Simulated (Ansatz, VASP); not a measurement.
One calculation of P, two programs

POSCAR

```
P
1.0
   -2.4492732218      0.0000000000     -0.0053518574
    0.0000000000     -2.4495099388      0.0000000000
   -0.0228975232      0.0000000000     11.1477918828
P
4
Direct
    0.9999496135      0.0000000000      0.5410667085
    0.9999897527      0.0000000000      0.1083444647
   -0.0000700311      0.0000000000      0.7571000229
   -0.0000298919      0.0000000000      0.3243777791
```

The input INCAR.step1:

```
SYSTEM = P
PREC = Accurate ; ENCUT = 520
ISMEAR = 0 ; SIGMA = 0.15
LREAL = .FALSE. ; LASPH = .TRUE.
NELM = 80 ; NBANDS = 18
GGA = PE ; ALGO = Normal
EDIFF = 1E-4 ; LWAVE = .TRUE.
LCHARG = .FALSE. ; KPAR = 4
```

The input INCAR.step2:

```
SYSTEM = P
PREC = Accurate ; ENCUT = 520
EDIFF = 1E-6 ; ISMEAR = 0
SIGMA = 0.15 ; LREAL = .FALSE.
LASPH = .TRUE. ; NELM = 80
ALGO = Normal ; ISIF = 2
LWAVE = .FALSE. ; LCHARG = .FALSE.
METAGGA = R2SCAN ; LMIXTAU = .TRUE.
NBANDS = 18 ; ISTART = 1
KPAR = 4
```

Contents of KPOINTS:

```
Automatic mesh
0
G
  24 24 6
  0 0 0
```

Input for Ansatz:

```yaml
crystal:
  lattice:
    - [-2.4492732218, 0.0, -0.0053518574]
    - [0.0, -2.4495099388, 0.0]
    - [-0.0228975232, 0.0, 11.1477918828]
  atoms:
    - { symbol: P, position: [0.9999496135, 0.0, 0.5410667085] }
    - { symbol: P, position: [0.9999897527, 0.0, 0.1083444647] }
    - { symbol: P, position: [-7.00311e-05, 0.0, 0.7571000229] }
    - { symbol: P, position: [-2.98919e-05, 0.0, 0.3243777791] }
basis:
  ecutwfc: 500
kpoints:
  mp_grid: { grid: [24, 24, 6] }
hamiltonian:
  xc: r2scan
scf:
  occupations: { method: gaussian, width: 0.15 }
output:
  forces: true
  stress: true
  eigenvalues: true
```

Alike in both runs: task single point; functional r2SCAN; k mesh 24 × 24 × 6; occupations gaussian, width 0.15 eV; no spin polarisation.

```csv
,VASP,Ansatz
version,VASP 6.6.1,Ansatz 0.2.0
potentials or method,"VASP PAW PBE potentials, release 64 (P), cutoff 520 eV","scalar-relativistic, plane waves, PAW"
valence electrons in the cell,20,20
```

```tsv
	VASP	Ansatz	Ansatz less VASP
gap on the k mesh at the Fermi level (eV)	none	none	-
pressure (GPa)	-2.9	-2.6	+0.37
traceless stress, the component that is largest in VASP (GPa)	-0.42	-0.39	+0.026
rms of the force components (eV/Å)	0.261	0.254	-0.0066
```

VASP's potentials were made for PBE, not for r2SCAN. Atom by atom the forces differ by 0.010 eV/Å (rms over components). A gap of «none» marks a metal or a gap that the smearing closes. The functional is the same, so the differences come from potentials, cutoffs and numerics.
